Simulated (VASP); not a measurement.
# HPbNO4 (P1) in VASP: further runs, part 2 of 2

VASP 6.6.1. The steps go on from the part before.

## (3) Single point, PBE

Contents of INCAR:

```
PREC = Accurate
ENCUT = 520
EDIFF = 1E-6
ISMEAR = -1
SIGMA = 0.05
LREAL = F
LASPH = T
NELM = 80
ALGO = Normal
ISIF = 2
LWAVE = F
LCHARG = T
GGA = PE
LELF = T
LVHAR = T
NBANDS = 31
```

Contents of KPOINTS:

```
Automatic mesh
0
Gamma
  5 4 4
```

Contents of POSCAR:

```
HPbNO4
1.0
    4.2753100000     -0.0004000000      0.0063600000
   -2.0839900000      5.2077500000     -0.0490700000
   -2.1237700000     -1.8657400000      4.9149100000
H Pb N O
1 1 1 4
Direct
    0.9907300000      0.0333000000      0.9099400000
    0.5027400000      0.8198900000      0.1428700000
    0.0083800000      0.4740800000      0.5026500000
    0.9981600000      0.9274100000      0.0287700000
    0.1946700000      0.7343500000      0.6085200000
    0.8167300000      0.3588200000      0.2455600000
    0.0138100000      0.3312100000      0.6521700000
```

Potentials or basis: VASP PAW PBE potentials, release 64 (H, Pb_d, N, O).

The run is started by

```console
cat potpaw_PBE.64/H/POTCAR potpaw_PBE.64/Pb_d/POTCAR potpaw_PBE.64/N/POTCAR potpaw_PBE.64/O/POTCAR > POTCAR
mpirun -np 1 vasp_std > vasp.out
```

OUTCAR:

```text
PREC = Accurate
   ENCUT = 520
   EDIFF = 1E-6
   ISMEAR = -1
   LREAL = F
   LASPH = T
   NELM = 80
   ISIF = 2
   GGA = PE

 ion  position               nearest neighbor table
   1  0.991  0.033  0.910-   4 0.97
   2  0.503  0.820  0.143-   4 2.34   4 2.34   6 2.66   5 2.68   7 2.89   7 3.02
   3  0.008  0.474  0.503-   7 1.26   5 1.27   6 1.27
   4  0.998  0.927  0.029-   1 0.97   2 2.34   2 2.34
   5  0.195  0.734  0.609-   3 1.27   2 2.68
   6  0.817  0.359  0.246-   3 1.27   2 2.66
   7  0.014  0.331  0.652-   3 1.26   2 2.89   2 3.02

  LATTYP: Found a triclinic cell.
 ALAT       =     8.3024666926
 B/A-ratio  =     0.5149451251
 C/A-ratio  =     0.7116445657
 COS(alpha) =     0.0126066529
 COS(beta)  =     0.3599949201
 COS(gamma) =     0.7788145159

  Lattice vectors:

 A1 = (  -6.4666300000,  -5.2069500000,   0.0363500000)
 A2 = (  -4.2753100000,   0.0004000000,  -0.0063600000)
 A3 = (  -0.0675500000,  -3.3416100000,  -4.8722000000)

Analysis of symmetry for initial positions (statically):
=====================================================================
 Subroutine PRICEL returns:
 Original cell was already a primitive cell.

 Routine SETGRP: Setting up the symmetry group for a
 triclinic supercell.

 Subroutine GETGRP returns: Found  1 space group operations
 (whereof  1 operations were pure point group operations)
 out of a pool of  2 trial point group operations.

The static configuration has the point symmetry C_1 .

Analysis of symmetry for dynamics (positions and initial velocities):
=====================================================================
 Subroutine PRICEL returns:
 Original cell was already a primitive cell.
[... 134 lines left out ...]
   EFERMI_NEDOS =   21; number of points for ismear=-14 and -15
   IALGO  =     38    algorithm
   IMIX   =      4    mixing-type and parameters
     AMIX     =   0.40;   BMIX     =  1.00
     AMIX_MAG =   1.60;   BMIX_MAG =  1.00
  volume/ion in A,a.u.               =      15.59       105.21
  Fermi-wavevector in a.u.,A,eV,Ry     =   1.209426  2.285484 19.901399  1.462712
  Thomas-Fermi vector in A             =   2.345004
   LORBIT       =      0    0 simple, 1 ext, 2 COOP (PROOUT), +10 PAW based schemes
   GGA     = PE    functional components
   LHFCALC =     F    Hartree Fock is set to
   AEXX    =    0.0000 exact exchange contribution
   IVDW    =     0    specifies the selected vdW correction
   LEPSILON=     F    determine dielectric tensor
   LRPA    =     F    only Hartree local field effects (RPA)
 non-spin polarized calculation
  energy-cutoff  :      520.00
  volume of cell :      109.13
 maximum number of plane-waves:      2953
   NGX = 15   NGY = 21   NGZ = 21

 number of electron      44.0000003 magnetization

 Free energy of the ion-electron system (eV)
  ---------------------------------------------------
  ext. energy  EPLUGINS =         0.00000000
  ---------------------------------------------------
  free energy    TOTEN  =       -40.34944730 eV

  energy without entropy =      -40.34944730  energy(sigma->0) =      -40.34944730

 E-fermi :   1.3711     XC(G=0):  -8.2532

 val. band max:        0.2433440449   @ k =   0.4000  -0.0000   0.0000
 cond. band min:       3.1753762139   @ k =   0.4000   0.2500   0.2500
 fundamental gap:      2.9320321690
 Fermi energy:         1.3710511876

 k-point     1 :       0.0000    0.0000    0.0000
  band No.  band energies     occupation
      1     -25.7196      2.00000
      2     -20.2189      2.00000
      3     -20.1966      2.00000
      4     -17.3677      2.00000
      5     -14.9285      2.00000
      6     -14.9248      2.00000
[... 805 lines left out ...]
     30      10.7882      0.00000
     31      11.8368      0.00000

 [... further k-points ...]

------------------------ aborting loop because EDIFF is reached ----------------------------------------

  FORCE on cell =-STRESS in cart. coord.  units (eV):
  Direction    XX          YY          ZZ          XY          YZ          ZX
  --------------------------------------------------------------------------------------
  -------------------------------------------------------------------------------------
  Total       -0.1067607      0.6770229      0.6614013      0.0114733     -0.0763340      0.0207564
  in kB       -1.5674111      9.9397345      9.7103862      0.1684450     -1.1207008      0.3047359
  external PRESSURE =       6.0275699 kB  Pullay stress =       0.0000000 kB

 VOLUME and BASIS-vectors are now :
 -----------------------------------------------------------------------------
  energy-cutoff  :      520.00
  volume of cell :      109.13
      direct lattice vectors                 reciprocal lattice vectors
     4.275310000 -0.000400000  0.006360000     0.233706268  0.094813123  0.136978092
    -2.083990000  5.207750000 -0.049070000    -0.000090720  0.192674001  0.073101424
    -2.123770000 -1.865740000  4.914910000    -0.000303327  0.001800949  0.204015110

 POSITION                                       TOTAL-FORCE (eV/Angst)
 -----------------------------------------------------------------------------------
      2.23378     -1.52469      4.47694         0.000269      0.097753     -0.073005
      0.13730      4.00302      0.66516        -0.000093     -0.017874      0.014196
     -2.01966      1.53107      2.44727        -0.002015     -0.003127     -0.008996
      2.27363      4.77564      0.10224         0.000136     -0.078794      0.058006
     -1.99046      2.68889      2.95602         0.009504      0.349988      0.155686
      2.22248      1.41017      1.19449        -0.009619     -0.036589     -0.375164
     -2.01626      0.50807      3.18919         0.001817     -0.311357      0.229277
 -----------------------------------------------------------------------------------
    total drift:                                0.000065      0.000026     -0.000121

  FREE ENERGIE OF THE ION-ELECTRON SYSTEM (eV)
  ---------------------------------------------------
  free  energy   TOTEN  =       -40.3494473002 eV

  energy  without entropy=      -40.3494473002  energy(sigma->0) =      -40.34944730
```

stdout:

```text
POSCAR found type information on POSCAR H PbN O
 POSCAR found :  4 types and       7 ions
 scaLAPACK will be used
 LDA part: xc-table for (Slater+PW92), standard interpolation
 POSCAR, INCAR and KPOINTS ok, starting setup
 FFT: planning ... GRIDC
 FFT: planning ... GRID_SOFT
 FFT: planning ... GRID
 WAVECAR not read
 entering main loop
```

Run time: 1.8 min. Hardware: 1 thread of Intel Xeon Platinum 8259CL at 2.50GHz (Skylake/Cascade Lake), shared host; peak memory 0.31 GiB.

What came out:

* Free energy: -40.3494 eV
* Pressure: 0.6 GPa
* Largest force: 0.387 eV/Å
* Band gap on the k mesh: 2.93 eV (least direct gap 3.14 eV)

Forces in eV/Å, atoms in the order of the input:
```
H    0.000  0.098 -0.073
Pb   0.000 -0.018  0.014
N   -0.002 -0.003 -0.009
O    0.000 -0.079  0.058
O    0.010  0.350  0.156
O   -0.010 -0.037 -0.375
O    0.002 -0.311  0.229
```

Caveat: spin-orbit coupling is left out, which moves the levels of the heavy elements. A k mesh can miss the band edges.

## (4) Single point, PBE

Contents of INCAR:

```
SYSTEM = HPbNO4
ALGO = Normal ; EDIFF = 1E-6
ENCUT = 520 ; GGA = PE
ISIF = 2 ; ISMEAR = -1
LASPH = .TRUE. ; LCHARG = .TRUE.
LELF = .TRUE. ; LREAL = .FALSE.
LVHAR = .TRUE. ; LWAVE = .FALSE.
NBANDS = 31 ; NELM = 100
PREC = Accurate ; SIGMA = 0.05
```

Contents of KPOINTS:

```
k-points
0
G
  7 5 5
  0 0 0
```

POSCAR is that of step 3.

The run is started by

```console
cat potpaw_PBE.64/H/POTCAR potpaw_PBE.64/Pb_d/POTCAR potpaw_PBE.64/N/POTCAR potpaw_PBE.64/O/POTCAR > POTCAR
mpirun -np 1 vasp_std > vasp.out
```

Run time: 1.8 min. Hardware: 1 thread of Intel Xeon 6975P-C (Granite Rapids), shared host; peak memory 0.42 GiB.

It converged, with:

```
Free energy            : -40.3495 eV
Pressure               : 0.6 GPa
Largest force          : 0.387 eV/Å
Band gap on the k mesh : 2.88 eV (least direct gap 3.10 eV)
```

Forces in eV/Å, atoms in the order of the input:
```
H    0.000  0.098 -0.073
Pb   0.000 -0.018  0.014
N   -0.002 -0.003 -0.009
O    0.000 -0.079  0.058
O    0.009  0.350  0.156
O   -0.010 -0.037 -0.375
O    0.002 -0.311  0.229
```

Stress tensor (GPa, compression positive):
```
-0.16  0.02  0.03
 0.02  0.99 -0.11
 0.03 -0.11  0.97
```

Levels at points of the mesh, in eV from the valence-band top:
```csv
k point,band 18,band 19,band 20,band 21,band 22,band 23,band 24,band 25,band 26,band 27
"(0.00, 0.00, 0.00)",-2.23,-2.02,-2.00,-0.92,-0.36,3.36,4.53,5.26,5.99,7.47
```

Caveat: spin-orbit coupling is left out, which moves the levels of the heavy elements. A k mesh can miss the band edges.

## (5) Single point, revPBE

Contents of INCAR:

```
ALGO = Normal ; EDIFF = 1E-6
ENCUT = 520 ; GGA = RE
ISIF = 2 ; ISMEAR = -1
LASPH = True ; LCHARG = False
LREAL = False ; LWAVE = False
NBANDS = 31 ; NELM = 100
PREC = Accurate ; SIGMA = 0.05
```

Contents of KPOINTS:

```
k-points
0
Gamma
  8 6 6
```

POSCAR is that of step 4.

Potentials or basis: VASP PAW PBE potentials, release 64 (H, Pb_d, N, O).

The run is started by

```console
cat potpaw_PBE.64/H/POTCAR potpaw_PBE.64/Pb_d/POTCAR potpaw_PBE.64/N/POTCAR potpaw_PBE.64/O/POTCAR > POTCAR
mpirun -np 1 vasp_std > vasp.out
```

OUTCAR:

```text
EDIFF = 1E-6
   ENCUT = 520
   GGA = RE
   ISIF = 2
   ISMEAR = -1
   LASPH = True
   LREAL = False
   NELM = 100
   PREC = Accurate

 ion  position               nearest neighbor table
   1  0.991  0.033  0.910-   4 0.97
   2  0.503  0.820  0.143-   4 2.34   4 2.34   6 2.66   5 2.68   7 2.89   7 3.02
   3  0.008  0.474  0.503-   7 1.26   5 1.27   6 1.27
   4  0.998  0.927  0.029-   1 0.97   2 2.34   2 2.34
   5  0.195  0.734  0.609-   3 1.27   2 2.68
   6  0.817  0.359  0.246-   3 1.27   2 2.66
   7  0.014  0.331  0.652-   3 1.26   2 2.89   2 3.02

  LATTYP: Found a triclinic cell.
 ALAT       =     8.3024666926
 B/A-ratio  =     0.5149451251
 C/A-ratio  =     0.7116445657
 COS(alpha) =     0.0126066529
 COS(beta)  =     0.3599949201
 COS(gamma) =     0.7788145159

  Lattice vectors:

 A1 = (  -6.4666300000,  -5.2069500000,   0.0363500000)
 A2 = (  -4.2753100000,   0.0004000000,  -0.0063600000)
 A3 = (  -0.0675500000,  -3.3416100000,  -4.8722000000)

Analysis of symmetry for initial positions (statically):
=====================================================================
 Subroutine PRICEL returns:
 Original cell was already a primitive cell.

 Routine SETGRP: Setting up the symmetry group for a
 triclinic supercell.

 Subroutine GETGRP returns: Found  1 space group operations
 (whereof  1 operations were pure point group operations)
 out of a pool of  2 trial point group operations.

The static configuration has the point symmetry C_1 .

Analysis of symmetry for dynamics (positions and initial velocities):
=====================================================================
 Subroutine PRICEL returns:
 Original cell was already a primitive cell.

 Routine SETGRP: Setting up the symmetry group for a
 triclinic supercell.

[... 133 lines left out ...]
     AMIX     =   0.40;   BMIX     =  1.00
     AMIX_MAG =   1.60;   BMIX_MAG =  1.00
  volume/ion in A,a.u.               =      15.59       105.21
  Fermi-wavevector in a.u.,A,eV,Ry     =   1.209426  2.285484 19.901399  1.462712
  Thomas-Fermi vector in A             =   2.345004
   LORBIT       =      0    0 simple, 1 ext, 2 COOP (PROOUT), +10 PAW based schemes
   GGA     = RE    functional components
   LHFCALC =     F    Hartree Fock is set to
   AEXX    =    0.0000 exact exchange contribution
   IVDW    =     0    specifies the selected vdW correction
   LEPSILON=     F    determine dielectric tensor
   LRPA    =     F    only Hartree local field effects (RPA)
 non-spin polarized calculation
  energy-cutoff  :      520.00
  volume of cell :      109.13
 maximum number of plane-waves:      2959
   NGX = 15   NGY = 21   NGZ = 21

 number of electron      44.0000003 magnetization

 Free energy of the ion-electron system (eV)
  ---------------------------------------------------
  ext. energy  EPLUGINS =         0.00000000
  ---------------------------------------------------
  free energy    TOTEN  =       -38.71265005 eV

  energy without entropy =      -38.71265005  energy(sigma->0) =      -38.71265005

 E-fermi :   1.5133     XC(G=0):  -7.9395

 val. band max:        0.4996702512   @ k =   0.5000  -0.0000  -0.0000
 cond. band min:       3.3297683329   @ k =   0.3750   0.3333   0.3333
 fundamental gap:      2.8300980817
 Fermi energy:         1.5133442769

 k-point     1 :       0.0000    0.0000    0.0000
  band No.  band energies     occupation
      1     -25.6403      2.00000
      2     -20.1319      2.00000
      3     -20.1100      2.00000
      4     -17.2952      2.00000
      5     -14.8675      2.00000
      6     -14.8628      2.00000
[... 805 lines left out ...]
     30      11.1767      0.00000
     31      12.3220      0.00000

 [... further k-points ...]

------------------------ aborting loop because EDIFF is reached ----------------------------------------

  FORCE on cell =-STRESS in cart. coord.  units (eV):
  Direction    XX          YY          ZZ          XY          YZ          ZX
  --------------------------------------------------------------------------------------
  -------------------------------------------------------------------------------------
  Total        0.9340157      2.0319059      2.0559649      0.0159672     -0.0209816      0.0325000
  in kB       13.7127838     29.8314954     30.1847183      0.2344236     -0.3080421      0.4771504
  external PRESSURE =      24.5763325 kB  Pullay stress =       0.0000000 kB

 VOLUME and BASIS-vectors are now :
 -----------------------------------------------------------------------------
  energy-cutoff  :      520.00
  volume of cell :      109.13
      direct lattice vectors                 reciprocal lattice vectors
     4.275310000 -0.000400000  0.006360000     0.233706268  0.094813123  0.136978092
    -2.083990000  5.207750000 -0.049070000    -0.000090720  0.192674001  0.073101424
    -2.123770000 -1.865740000  4.914910000    -0.000303327  0.001800949  0.204015110

 POSITION                                       TOTAL-FORCE (eV/Angst)
 -----------------------------------------------------------------------------------
      2.23378     -1.52469      4.47694         0.000050      0.019551     -0.012591
      0.13730      4.00302      0.66516        -0.001056     -0.084859      0.065411
     -2.01966      1.53107      2.44727        -0.001823      0.001718     -0.010770
      2.27363      4.77564      0.10224         0.000207      0.023163     -0.016125
     -1.99046      2.68889      2.95602         0.015081      0.552465      0.204619
      2.22248      1.41017      1.19449        -0.014983     -0.020569     -0.581300
     -2.01626      0.50807      3.18919         0.002522     -0.491468      0.350755
 -----------------------------------------------------------------------------------
    total drift:                                0.000059      0.000159     -0.000234

  FREE ENERGIE OF THE ION-ELECTRON SYSTEM (eV)
  ---------------------------------------------------
  free  energy   TOTEN  =       -38.7126500455 eV

  energy  without entropy=      -38.7126500454  energy(sigma->0) =      -38.71265005
```

OSZICAR:

```text
N       E                     dE             d eps       ncg     rms          rms(c)
DAV:   1     0.455946844249E+03    0.45595E+03   -0.21521E+04  9176   0.144E+03
DAV:   2     0.130706369894E+02   -0.44288E+03   -0.41150E+03 10034   0.399E+02
DAV:   3    -0.415068996876E+02   -0.54578E+02   -0.53414E+02 11407   0.151E+02
DAV:   4    -0.436245127861E+02   -0.21176E+01   -0.21069E+01 11034   0.331E+01
DAV:   5    -0.437174055075E+02   -0.92893E-01   -0.92864E-01 12843   0.657E+00    0.149E+01
DAV:   6    -0.387193772871E+02    0.49980E+01   -0.17247E+01 13539   0.305E+01    0.578E+00
DAV:   7    -0.387277605214E+02   -0.83832E-02   -0.21032E+00  9885   0.849E+00    0.365E+00
DAV:   8    -0.387154091960E+02    0.12351E-01   -0.37576E-01 11403   0.417E+00    0.118E+00
DAV:   9    -0.387089384972E+02    0.64707E-02   -0.60901E-02 14050   0.199E+00    0.374E-01
DAV:  10    -0.387117459912E+02   -0.28075E-02   -0.13275E-02 11178   0.696E-01    0.213E-01
DAV:  11    -0.387124945157E+02   -0.74852E-03   -0.27082E-03 12438   0.459E-01    0.691E-02
DAV:  12    -0.387126021097E+02   -0.10759E-03   -0.51510E-04 12349   0.167E-01    0.243E-02
DAV:  13    -0.387126471684E+02   -0.45059E-04   -0.85309E-05 12040   0.671E-02    0.103E-02
DAV:  14    -0.387126499748E+02   -0.28064E-05   -0.10400E-05 11965   0.215E-02    0.462E-03
DAV:  15    -0.387126500455E+02   -0.70710E-07   -0.98328E-07  8554   0.783E-03
   1 F= -.38712650E+02 E0= -.38712650E+02  d E =-.911535E-10
```

It took 9.6 min on 1 thread of Intel Xeon 8259CL, shared host; peak memory 0.56 GiB.

Results:

| Item | Value |
| --- | --- |
| Free energy | -38.7127 eV |
| Pressure | 2.5 GPa |
| Largest force | 0.604 eV/Å |
| Band gap on the k mesh | 2.83 eV (least direct gap 3.16 eV) |

Forces on the atoms (eV/Å):
```
H    0.000  0.020 -0.013
Pb  -0.001 -0.085  0.065
N   -0.002  0.002 -0.011
O    0.000  0.023 -0.016
O    0.015  0.552  0.205
O   -0.015 -0.021 -0.581
O    0.003 -0.491  0.351
```

Caveat: the PAW data sets were made with another functional, which shifts forces and pressure a little; spin-orbit coupling is left out, which moves the levels of the heavy elements. A k mesh can miss the band edges.

## (6) Overview

| level | k mesh | gap on the mesh (eV) | pressure (GPa) | largest force (eV/Å) |
| --- | --- | --- | --- | --- |
| BLYP | 8 × 6 × 6 | 2.74 | 2.9 | 0.90 |
| PBE | 5 × 4 × 4 | 2.93 | 0.6 | 0.39 |
| PBE | 7 × 5 × 5 | 2.88 | 0.6 | 0.39 |
| revPBE | 8 × 6 × 6 | 2.83 | 2.5 | 0.60 |

Alike in all rows: task single point; potentials or basis VASP PAW PBE potentials, release 64 (H, Pb_d, N, O); no spin polarisation; cell as given; cutoff (eV) 520; smearing fermi-dirac 0.05 eV.

On the cell as given the gap runs from 2.74 eV (BLYP) to 2.93 eV (PBE); the meshes differ, which moves gaps too. The pressure there spans 0.6 GPa (PBE) to 2.9 GPa (BLYP); a positive pressure means that this level wants a larger cell, a negative one a smaller.

Caveats: spin-orbit coupling is left out, which moves the levels of the heavy elements; the PAW data sets were made with another functional, which shifts forces and pressure a little (at least some runs).

Total energies depend on the potentials used, so only differences within one code and one set of settings carry meaning.
